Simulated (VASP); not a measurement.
# C (P2_1/m) in VASP: single point with PBE

Aim: the single point of C with PBE.

Program: VASP 6.6.1. These are calculated values, not measurements. Logs are shortened: lines on timing, memory, paths and dates and some standing lists are left out, and cuts for length are marked.

**1. The cell of the first run**

Symmetry: P2_1/m, No. 11, monoclinic system. Conventional cell: a = 2.467 Å, b = 8.565 Å, c = 2.467 Å, α = 90.00°, β = 120.00°, γ = 90.00°. C (site symmetry m) has 3 C at 1.42 Å within 1.9 Å. C (site symmetry m) has 3 C at 1.42 Å within 1.9 Å.

**2. Single point, PBE (mode 4 frozen in at +0.160 Å (largest displacement))**

File INCAR:

```
  PREC = Accurate
  ENCUT = 520
  EDIFF = 1E-6
  ISMEAR = 0
  SIGMA = 0.15
  LREAL = False
  LASPH = True
  NELM = 100
  ALGO = Normal
  ISIF = 2
  LWAVE = False
  LCHARG = False
  GGA = PE
  NBANDS = 16
```

File KPOINTS:

```
Automatic mesh
0
Gamma
  18 18 6
```

File POSCAR:

```
C
1.0
    2.4665231295      0.0000000000      0.0000000000
   -1.2332615647      2.1360716891      0.0000000000
    0.0000000000      0.0000000000      8.5653080463
C
4
Direct
    0.0648674062      0.0000000000      0.0025000000
   -0.0648674062      0.0000000000      0.5025000000
    0.3982019730      0.6666666667      0.0025000000
    0.6017980270      0.3333333333      0.5025000000
```

Potentials or basis: VASP PAW PBE potentials, release 64 (C).

Run with:

```sh
$ cat potpaw_PBE.64/C/POTCAR > POTCAR
$ mpirun -np 1 vasp_std > vasp.out
```

OUTCAR:

```text
PREC = Accurate
   ENCUT = 520
   EDIFF = 1E-6
   ISMEAR = 0
   LREAL = False
   LASPH = True
   NELM = 100
   ISIF = 2
   GGA = PE

 ion  position               nearest neighbor table
   1  0.065  0.000  0.002-   3 1.42   3 1.42   3 1.42
   2  0.935  0.000  0.502-   4 1.42   4 1.42   4 1.42
   3  0.398  0.667  0.002-   1 1.42   1 1.42   1 1.42
   4  0.602  0.333  0.502-   2 1.42   2 1.42   2 1.42

  LATTYP: Found a hexagonal cell.
 ALAT       =     2.4665231295
 C/A-ratio  =     3.4726242555

  Lattice vectors:

 A1 = (   2.4665231295,   0.0000000000,   0.0000000000)
 A2 = (  -1.2332615647,   2.1360716891,   0.0000000000)
 A3 = (   0.0000000000,   0.0000000000,   8.5653080463)

Analysis of symmetry for initial positions (statically):
=====================================================================
 Subroutine PRICEL returns:
 Original cell was already a primitive cell.

 Routine SETGRP: Setting up the symmetry group for a
 hexagonal supercell.

 Subroutine GETGRP returns: Found  4 space group operations
 (whereof  1 operations were pure point group operations)
 out of a pool of 24 trial point group operations.

The static configuration has the point symmetry C_1 .
 The point group associated with its full space group is C_2h.

Analysis of symmetry for dynamics (positions and initial velocities):
=====================================================================
 Subroutine PRICEL returns:
 Original cell was already a primitive cell.

 Routine SETGRP: Setting up the symmetry group for a
 hexagonal supercell.

 Subroutine GETGRP returns: Found  4 space group operations
 (whereof  1 operations were pure point group operations)
 out of a pool of 24 trial point group operations.

The dynamic configuration has the point symmetry C_1 .
 The point group associated with its full space group is C_2h.

 Subroutine INISYM returns: Found  4 space group operations
 (whereof  1 operations are pure point group operations),
 and found     1 'primitive' translations

----------------------------------------------------------------------------------------

                                     Primitive cell

  volume of cell :      45.1278

  direct lattice vectors                    reciprocal lattice vectors
     2.466523130  0.000000000  0.000000000     0.405428998  0.234074541  0.000000000
    -1.233261565  2.136071689  0.000000000     0.000000000  0.468149082  0.000000000
     0.000000000  0.000000000  8.565308046     0.000000000  0.000000000  0.116750033

  length of vectors
     2.466523130  2.466523129  8.565308046     0.468149082  0.468149082  0.116750033
[... 90 lines left out ...]
   NFREE  =      0    steps in history (QN), initial steepest desc. (CG)
   ISIF   =      2    stress and relaxation
   ISYM   =      2    0-nonsym 1-usesym 2-fastsym
   POTIM  = 0.5000    time-step for ionic-motion
   TEBEG  =    0.0;   TEEND  =   0.0 temperature during run
   PSTRESS=    0.0 pullay stress
   NELECT =      16.0000    total number of electrons
   NUPDOWN=      -1.0000    fix difference up-down
   EMIN   =  10.00;   EMAX   =-10.00  energy-range for DOS
   EFERMI =   0.00;   METHOD = LEGACY
   ISMEAR =     0;   SIGMA  =   0.15  broadening in eV -4-tet -1-fermi 0-gaus
   EFERMI_NEDOS =   21; number of points for ismear=-14 and -15
   IALGO  =     38    algorithm
   IMIX   =      4    mixing-type and parameters
     AMIX     =   0.40;   BMIX     =  1.00
     AMIX_MAG =   1.60;   BMIX_MAG =  1.00
  volume/ion in A,a.u.               =      11.28        76.13
  Fermi-wavevector in a.u.,A,eV,Ry     =   1.158689  2.189604 18.266635  1.342560
  Thomas-Fermi vector in A             =   2.295289
   LORBIT       =      0    0 simple, 1 ext, 2 COOP (PROOUT), +10 PAW based schemes
   GGA     = PE    functional components
   LHFCALC =     F    Hartree Fock is set to
   AEXX    =    0.0000 exact exchange contribution
   IVDW    =     0    specifies the selected vdW correction
   LEPSILON=     F    determine dielectric tensor
   LRPA    =     F    only Hartree local field effects (RPA)
 non-spin polarized calculation
 Gauss-broadening in eV      SIGMA  =   0.15
  energy-cutoff  :      520.00
  volume of cell :       45.13
 maximum number of plane-waves:      1243
   NGX =  9   NGY =  9   NGZ = 31

 number of electron      16.0000000 magnetization

 Free energy of the ion-electron system (eV)
  ---------------------------------------------------
  ext. energy  EPLUGINS =         0.00000000
  ---------------------------------------------------
  free energy    TOTEN  =       -36.90502214 eV

  energy without entropy =      -36.90325057  energy(sigma->0) =      -36.90413635

 E-fermi :   2.7612     XC(G=0):  -8.6937

 val. band max:        2.7603795438   @ k =   0.3333   0.3333   0.5000
 cond. band min:       2.7614324252   @ k =   0.3333   0.3333   0.5000
 fundamental gap:      0.0010528814
 Fermi energy:         2.7612125220

 k-point     1 :       0.0000    0.0000    0.0000
  band No.  band energies     occupation
      1     -16.7707      2.00000
      2     -16.7365      2.00000
      3      -5.0787      2.00000
      4      -4.6106      2.00000
      5      -0.2834      2.00000
      6      -0.2826      2.00000
[... 433 lines left out ...]
      3      -9.6182      2.00000
      4      -9.6018      2.00000
      5      -3.5859      2.00000
      6      -3.5834      2.00000
[... 8 lines left out ...]
     15      15.0884      0.00000
     16      16.9415      0.00000

 [... further k-points ...]

------------------------ aborting loop because EDIFF is reached ----------------------------------------

  FORCE on cell =-STRESS in cart. coord.  units (eV):
  Direction    XX          YY          ZZ          XY          YZ          ZX
  --------------------------------------------------------------------------------------
  -------------------------------------------------------------------------------------
  Total        0.1552870      0.1557377     -0.0072447      0.0016003      0.0000000      0.0000000
  in kB        5.5131726      5.5291744     -0.2572108      0.0568156      0.0000000      0.0000000
  external PRESSURE =       3.5950454 kB  Pullay stress =       0.0000000 kB

 VOLUME and BASIS-vectors are now :
 -----------------------------------------------------------------------------
  energy-cutoff  :      520.00
  volume of cell :       45.13
      direct lattice vectors                 reciprocal lattice vectors
     2.466523130  0.000000000  0.000000000     0.405428998  0.234074541  0.000000000
    -1.233261565  2.136071689  0.000000000     0.000000000  0.468149082  0.000000000
     0.000000000  0.000000000  8.565308046     0.000000000  0.000000000  0.116750033

 POSITION                                       TOTAL-FORCE (eV/Angst)
 -----------------------------------------------------------------------------------
      0.16000      0.00000      0.02141        -0.000137     -0.000110      0.000000
      2.30653      0.00000      4.30407         0.000137      0.000110      0.000000
      0.16000      1.42405      0.02141        -0.000212     -0.000169      0.000000
      1.07326      0.71202      4.30407         0.000212      0.000169      0.000000
 -----------------------------------------------------------------------------------
    total drift:                                0.000000      0.000000     -0.000014

  FREE ENERGIE OF THE ION-ELECTRON SYSTEM (eV)
  ---------------------------------------------------
  free  energy   TOTEN  =       -36.9050221421 eV

  energy  without entropy=      -36.9032505652  energy(sigma->0) =      -36.90413635
```

OSZICAR:

```text
N       E                     dE             d eps       ncg     rms          rms(c)
DAV:   1     0.388937896429E+02    0.38894E+02   -0.73669E+03 21008   0.883E+02
DAV:   2    -0.359923876659E+02   -0.74886E+02   -0.68093E+02 28808   0.185E+02
DAV:   3    -0.393635307607E+02   -0.33711E+01   -0.33477E+01 28920   0.374E+01
DAV:   4    -0.393996628033E+02   -0.36132E-01   -0.36118E-01 26328   0.467E+00
DAV:   5    -0.394003375867E+02   -0.67478E-03   -0.67471E-03 28504   0.609E-01    0.892E+00
DAV:   6    -0.375398309634E+02    0.18605E+01   -0.13644E+00 24984   0.690E+00    0.523E+00
DAV:   7    -0.368920691547E+02    0.64776E+00   -0.17399E+00 26528   0.785E+00    0.143E+00
DAV:   8    -0.369051598283E+02   -0.13091E-01   -0.66279E-02 25456   0.148E+00    0.194E-01
DAV:   9    -0.369046869361E+02    0.47289E-03   -0.11419E-03 27992   0.227E-01    0.109E-01
DAV:  10    -0.369050168424E+02   -0.32991E-03   -0.10062E-03 24048   0.193E-01    0.586E-02
DAV:  11    -0.369050193723E+02   -0.25299E-05   -0.18899E-05 27680   0.287E-02    0.110E-02
DAV:  12    -0.369050220552E+02   -0.26829E-05   -0.22595E-06 24624   0.133E-02    0.268E-03
DAV:  13    -0.369050221421E+02   -0.86926E-07   -0.31843E-07 21880   0.376E-03
   1 F= -.36905022E+02 E0= -.36904136E+02  d E =-.177158E-02
```

It took 9.9 min on 1 thread of AMD EPYC 7R13, shared host; peak memory 0.39 GiB.

What came out:

* Free energy: -36.9050 eV
* Pressure: 0.4 GPa
* Band gap on the k mesh: zero (filled and empty bands touch)

Caveat: the cell differs from its parent crystal (mode 4 frozen in at +0.160 Å (largest displacement)); this functional lacks dispersion, which binds the layers, so the pressure and a relaxed spacing across them are unreliable.
